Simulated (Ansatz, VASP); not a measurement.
# CoSn in VASP and in Ansatz

```
CELL_PARAMETERS angstrom
5.21972 0.00000 0.00000
-2.60986 4.52041 0.00000
0.00000 0.00000 4.16847
ATOMIC_POSITIONS crystal
Co 0.00000 0.50000 0.00000
Co 0.50000 0.50000 0.00000
Co 0.50000 0.00000 0.00000
Sn 0.66667 0.33333 0.50000
Sn 0.33333 0.66667 0.50000
Sn 0.00000 0.00000 0.00000
```

Alike in both runs: functional PBEsol; k mesh 12 × 12 × 8; occupations gaussian, width 0.1 eV; no spin polarisation.

Ansatz relaxed the structure, and its values are those at the end. VASP's run is a single point on that final structure, the one shown.

```csv
,VASP,Ansatz
version,VASP 6.6.1,Ansatz 0.2.0
potentials or method,"VASP PAW PBE potentials, release 64 (Co, Sn_d), cutoff 520 eV","scalar-relativistic, plane waves, PAW"
valence electrons in the cell,69,93
```

|  | VASP | Ansatz | Ansatz less VASP |
| --- | --- | --- | --- |
| gap on the k mesh at the Fermi level (eV) | none | none | - |
| pressure (GPa) | -0.1 | 0.0 | +0.06 |

VASP's potentials were made for PBE, not for PBEsol. A gap of «none» marks a metal or a gap that the smearing closes. With one functional, cell and mesh, what is left measures potentials, basis and numerics. VASP's potentials hold 69 valence electrons a cell and Ansatz's 93, so a difference there can come from the potentials and not from the codes.
